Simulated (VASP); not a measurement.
# Te (P6/mmm) in VASP: a series of runs, part 3 of 3

VASP 6.6.1. Earlier steps stand in the parts before.

## (7) Relaxation of cell and atoms, r2SCAN

POSCAR

```
Te
1.0
    5.6243226610      0.0000000000      0.0000000000
   -2.8121613305      4.8708063035      0.0000000000
    0.0000000000      0.0000000000      3.1664262252
Te
3
Direct
    0.0000000000      0.0000000000      0.0000000000
    0.3333333333      0.6666666667      0.5000000000
    0.6666666667      0.3333333333      0.5000000000
```

INCAR.step1

```
SYSTEM = Te
ALGO = Normal
EDIFF = 1E-4
ENCUT = 600
GGA = PE
ISMEAR = 0
LASPH = .True.
LCHARG = .False.
LREAL = .False.
LWAVE = .True.
NELM = 80
PREC = Accurate
SIGMA = 0.1
```

INCAR.step2

```
SYSTEM = Te
ALGO = Normal
EDIFF = 1E-7
EDIFFG = -0.04
ENCUT = 600
IBRION = 2
ISIF = 3
ISMEAR = 0
ISTART = 1
LASPH = .True.
LCHARG = .False.
LMIXTAU = .True.
LREAL = .False.
LWAVE = .False.
METAGGA = R2SCAN
NELM = 80
NSW = 90
PREC = Accurate
SIGMA = 0.1
```

KPOINTS

```
k-points
0
Gamma
  6 6 6
  0 0 0
```

Potentials or basis: VASP PAW PBE potentials, release 64 (Te).

Command:

```sh
$ cat potpaw_PBE.64/Te/POTCAR > POTCAR
$ cp INCAR.step1 INCAR
$ mpirun -np 1 vasp_std > vasp.out
$ cp INCAR.step2 INCAR
$ mpirun -np 1 vasp_std > vasp.out
```

OUTCAR:

```text
SYSTEM = Te
   EDIFF = 1E-7
   EDIFFG = -0.04
   ENCUT = 600
   IBRION = 2
   ISIF = 3
   ISMEAR = 0
   ISTART = 1
   LASPH = .True.
   LREAL = .False.
   METAGGA = R2SCAN
   NELM = 80
   NSW = 90
   PREC = Accurate

 ion  position               nearest neighbor table
   1  0.000  0.000  0.000-   2 3.61   3 3.61   2 3.61   3 3.61   2 3.61   2 3.61   3 3.61   3 3.61
                             3 3.61   3 3.61   2 3.61   2 3.61
   2  0.333  0.667  0.500-   3 3.25   3 3.25   3 3.25   1 3.61   1 3.61   1 3.61   1 3.61   1 3.61
                             1 3.61
   3  0.667  0.333  0.500-   2 3.25   2 3.25   2 3.25   1 3.61   1 3.61   1 3.61   1 3.61   1 3.61
                             1 3.61

  LATTYP: Found a hexagonal cell.
 ALAT       =     5.6243226610
 C/A-ratio  =     0.5629880105

  Lattice vectors:

 A1 = (   5.6243226610,   0.0000000000,   0.0000000000)
 A2 = (  -2.8121613305,   4.8708063035,   0.0000000000)
 A3 = (   0.0000000000,   0.0000000000,   3.1664262252)

Analysis of symmetry for initial positions (statically):
=====================================================================
 Subroutine PRICEL returns:
 Original cell was already a primitive cell.

 Routine SETGRP: Setting up the symmetry group for a
 hexagonal supercell.

 Subroutine GETGRP returns: Found 24 space group operations
 (whereof 24 operations were pure point group operations)
 out of a pool of 24 trial point group operations.

The static configuration has the point symmetry D_6h.

Analysis of symmetry for dynamics (positions and initial velocities):
=====================================================================
 Subroutine PRICEL returns:
 Original cell was already a primitive cell.

 Routine SETGRP: Setting up the symmetry group for a
 hexagonal supercell.

 Subroutine GETGRP returns: Found 24 space group operations
 (whereof 24 operations were pure point group operations)
 out of a pool of 24 trial point group operations.

The dynamic configuration has the point symmetry D_6h.

 Subroutine INISYM returns: Found 24 space group operations
 (whereof 24 operations are pure point group operations),
 and found     1 'primitive' translations

----------------------------------------------------------------------------------------

                                     Primitive cell

  volume of cell :      86.7442

  direct lattice vectors                    reciprocal lattice vectors
     5.624322661  0.000000000  0.000000000     0.177799188  0.102652409  0.000000000
    -2.812161330  4.870806304  0.000000000     0.000000000  0.205304818  0.000000000
     0.000000000  0.000000000  3.166426225     0.000000000  0.000000000  0.315813453

  length of vectors
     5.624322661  5.624322661  3.166426225     0.205304818  0.205304818  0.315813453

  position of ions in fractional coordinates (direct lattice)
     0.000000000  0.000000000  0.000000000
     0.333333333  0.666666667  0.500000000
     0.666666667  0.333333333  0.500000000

  ion indices of the primitive-cell ions
   primitive index   ion index
                 1           1
                 2           2
                 3           3

----------------------------------------------------------------------------------------

[... 63 lines left out ...]
   ISPIN  =      1    spin polarized calculation?
   LNONCOLLINEAR =      F non collinear calculations
   LSORBIT =      F    spin-orbit coupling
   LASPH  =      T    aspherical Exc in radial PAW
   ENCUT  =  600.0 eV  44.10 Ry    6.64 a.u.  11.23 11.23  6.32*2*pi/ulx,y,z
   NELM   =     80;   NELMIN=  2; NELMDL=  0     # of ELM steps
   EDIFF  = 0.1E-06   stopping-criterion for ELM
   LREAL  =      F    real-space projection
   EDIFFG = -.4E-01   stopping-criterion for IOM
   NSW    =     90    number of steps for IOM
   IBRION =      2    ionic relax: 0-MD 1-quasi-New 2-CG
   NFREE  =      1    steps in history (QN), initial steepest desc. (CG)
   ISIF   =      3    stress and relaxation
   ISYM   =      2    0-nonsym 1-usesym 2-fastsym
   POTIM  = 0.5000    time-step for ionic-motion
   TEBEG  =    0.0;   TEEND  =   0.0 temperature during run
   PSTRESS=    0.0 pullay stress
   NELECT =      18.0000    total number of electrons
   NUPDOWN=      -1.0000    fix difference up-down
   EMIN   =  10.00;   EMAX   =-10.00  energy-range for DOS
   EFERMI =   0.00;   METHOD = LEGACY
   ISMEAR =     0;   SIGMA  =   0.10  broadening in eV -4-tet -1-fermi 0-gaus
   EFERMI_NEDOS =   21; number of points for ismear=-14 and -15
   IALGO  =     38    algorithm
   IMIX   =      4    mixing-type and parameters
     AMIX     =   0.40;   BMIX     =  1.00
     AMIX_MAG =   1.60;   BMIX_MAG =  1.00
  volume/ion in A,a.u.               =      28.91       195.13
  Fermi-wavevector in a.u.,A,eV,Ry     =   0.969212  1.831545 12.780934  0.939372
  Thomas-Fermi vector in A             =   2.099246
   LORBIT       =      0    0 simple, 1 ext, 2 COOP (PROOUT), +10 PAW based schemes
   METAGGA = R2SCAN    functional components
   LHFCALC =     F    Hartree Fock is set to
   AEXX    =    0.0000 exact exchange contribution
   IVDW    =     0    specifies the selected vdW correction
   LEPSILON=     F    determine dielectric tensor
   LRPA    =     F    only Hartree local field effects (RPA)
 conjugate gradient relaxation of ions
 non-spin polarized calculation
 Gauss-broadening in eV      SIGMA  =   0.10
  energy-cutoff  :      600.00
  volume of cell :       86.74
 maximum number of plane-waves:      2917
 NGX is ok and might be reduce to    48
   NGX = 23   NGY = 23   NGZ = 13

--------------------------------------- Ionic step        1  -------------------------------------------

 number of electron      17.9999999 magnetization

 Free energy of the ion-electron system (eV)
  ---------------------------------------------------
  ext. energy  EPLUGINS =         0.00000000
  ---------------------------------------------------
  free energy    TOTEN  =       -74.94231016 eV

  energy without entropy =      -74.93000456  energy(sigma->0) =      -74.93615736

------------------------ aborting loop because EDIFF is reached ----------------------------------------

  FORCE on cell =-STRESS in cart. coord.  units (eV):
  Direction    XX          YY          ZZ          XY          YZ          ZX
  --------------------------------------------------------------------------------------
  -------------------------------------------------------------------------------------
  Total        0.4167257      0.4167257     -0.5957224      0.0000000     -0.0000000      0.0000000
  in kB        7.6969817      7.6969817    -11.0030751      0.0000000     -0.0000000      0.0000000
  external PRESSURE =       1.4636294 kB  Pullay stress =       0.0000000 kB
[... 135 lines left out ...]
--------------------------------------- Ionic step        5  -------------------------------------------

 number of electron      18.0000001 magnetization

 Free energy of the ion-electron system (eV)
  ---------------------------------------------------
  ext. energy  EPLUGINS =         0.00000000
  ---------------------------------------------------
  free energy    TOTEN  =       -74.96742503 eV

  energy without entropy =      -74.95501967  energy(sigma->0) =      -74.96122235

 E-fermi :   7.3699     XC(G=0): -10.3846

 val. band max:        7.3668427565   @ k =   0.3333   0.1667   0.3333
 cond. band min:       7.5418502665   @ k =   0.3333   0.3333   0.0000
 fundamental gap:      0.1750075100
 Fermi energy:         7.3699317509

 k-point     1 :       0.0000    0.0000    0.0000
  band No.  band energies     occupation
      1      -7.0226      2.00000
      2      -4.1796      2.00000
      3      -4.0445      2.00000
      4       2.6200      2.00000
      5       2.6200      2.00000
      6       3.0090      2.00000
      7       3.0090      2.00000
      8       9.3853      0.00000
      9       9.3853      0.00000
     10       9.5176      0.00000
     11      11.8133      0.00000
     12      12.0434      0.00000
     13      14.3929      0.00000
[... 354 lines left out ...]
  band No.  band energies     occupation
      1      -3.6802      2.00000
      2      -2.5506      2.00000
      3      -2.3130      2.00000
      4       1.5016      2.00000
      5       2.0986      2.00000
      6       2.5644      2.00000
      7       4.2402      2.00000
      8       5.7991      2.00000
      9       6.1291      2.00000
     10       7.2147      1.97187
     11       8.3132      0.00000
     12       8.4889      0.00000
     13      12.3483      0.00000

 [... further k-points ...]

------------------------ aborting loop because EDIFF is reached ----------------------------------------

  FORCE on cell =-STRESS in cart. coord.  units (eV):
  Direction    XX          YY          ZZ          XY          YZ          ZX
  --------------------------------------------------------------------------------------
  -------------------------------------------------------------------------------------
  Total       -0.0583999     -0.0583999     -0.0958482      0.0000000     -0.0000000      0.0000000
  in kB       -1.0657626     -1.0657626     -1.7491711      0.0000000     -0.0000000      0.0000000
  external PRESSURE =      -1.2935655 kB  Pullay stress =       0.0000000 kB
[... 18 lines left out ...]
  FREE ENERGIE OF THE ION-ELECTRON SYSTEM (eV)
  ---------------------------------------------------
  free  energy   TOTEN  =       -74.9674250332 eV

  energy  without entropy=      -74.9550196653  energy(sigma->0) =      -74.96122235

 reached required accuracy - stopping structural energy minimisation
```

It took 5.3 min on 1 thread of Intel Xeon 6975P-C (Granite Rapids), shared host; peak memory 0.26 GiB.

Results:

* Free energy: -74.9674 eV
* Relaxed volume: 29.26 Å³/atom
* Relaxed cell: a = 5.753 Å, b = 5.753 Å, c = 3.063 Å, α = 90.00°, β = 90.00°, γ = 120.00°
* Space group after relaxing (to 0.1 Å): P6/mmm (No. 191)
* Energy gained by relaxing: 8.4 meV/atom
* Ionic steps: 5
* Pressure after relaxing: -0.1 GPa
* Band gap on the k mesh: zero (bands 9 and 10 overlap by 4.28 eV)

Step by step:
| step | energy change (eV) | largest force (eV/Å) | pressure (GPa) | volume (Å³) |
| --- | --- | --- | --- | --- |
| 1 | 0.0000 | 0.0000 | 0.15 | 86.74 |
| 2 | -0.0095 | 0.0000 | 0.01 | 87.07 |
| 3 | -0.0239 | 0.0000 | -0.08 | 87.95 |
| 4 | -0.0244 | 0.0000 | -0.14 | 87.67 |
| 5 | -0.0251 | 0.0000 | -0.13 | 87.79 |

Final structure:
```yaml
crystal:
  lattice:
    - [5.75341, 0.00000, 0.00000]
    - [-2.87670, 4.98260, 0.00000]
    - [0.00000, 0.00000, 3.06254]
  atoms:
    - { symbol: Te, position: [0.00000, 0.00000, 0.00000] }
    - { symbol: Te, position: [0.33333, 0.66667, 0.50000] }
    - { symbol: Te, position: [0.66667, 0.33333, 0.50000] }
```

Levels at points of the mesh, in eV from the Fermi level:
```
           k point  band 6  band 7  band 8  band 9  band 10  band 11  band 12  band 13
(0.00, 0.00, 0.00)   -4.36   -4.36    2.02    2.02     2.15     4.44     4.67     7.02
(0.50, 0.00, 0.00)   -2.78   -0.67   -0.52   -0.20     3.17     3.35     4.24     5.46
(0.00, 0.00, 0.50)   -4.32   -2.70   -2.70   -1.03    -1.03    -0.06    -0.06     3.68
(0.50, 0.00, 0.50)   -4.97   -3.24   -1.30   -0.74     0.25     0.55     1.57     5.53
```

Caveat: the PAW data sets were made with another functional, which shifts forces and pressure a little; spin-orbit coupling is left out, which moves the levels of the heavy elements.

## (8) The runs side by side

```csv
task,cell,k mesh,cutoff (eV),gap on the mesh (eV),pressure (GPa),relaxed volume (Å³/atom)
single point,"a = 5.624, b = 5.624, c = 3.166 Å, angles 90.0, 90.0, 120.0°, 3 atoms",3 × 3 × 6,520,none,-0.1,-
single point,"a = 5.758, b = 5.758, c = 3.058 Å, angles 90.0, 90.0, 120.0°, 3 atoms",6 × 6 × 6,520,none,-0.1,-
single point,"a = 6.028, b = 6.028, c = 3.695 Å, angles 90.0, 90.0, 120.0°, 3 atoms",6 × 6 × 6,520,none,-7.8,-
relaxation of cell and atoms,"relaxed from a = 6.028, b = 6.028, c = 3.695 Å, angles 90.0, 90.0, 120.0°, 3 atoms",3 × 3 × 6,600,none,0.0,28.86
single point,"a = 5.793, b = 5.793, c = 3.054 Å, angles 90.0, 90.0, 120.0°, 3 atoms",9 × 9 × 16,520,none,0.0,-
relaxation of cell and atoms,"relaxed from a = 5.624, b = 5.624, c = 3.166 Å, angles 90.0, 90.0, 120.0°, 3 atoms",6 × 6 × 6,600,none,-0.1,29.26
```

Alike in all rows: level r2SCAN; potentials or basis VASP PAW PBE potentials, release 64 (Te); no spin polarisation; smearing gaussian 0.1 eV.

Caveats: some runs use coarse meshes; the PAW data sets were made with another functional, which shifts forces and pressure a little; spin-orbit coupling is left out, which moves the levels of the heavy elements; the cell stands under tension (at least some runs); the volume moved by over 15 % at a fixed basis, so the end points are rough (at least some runs).

Total energies depend on the potentials used, so only differences within one code and one set of settings carry meaning.

The gap in the log of VASP goes by the Fermi energy; the results here count the filled bands.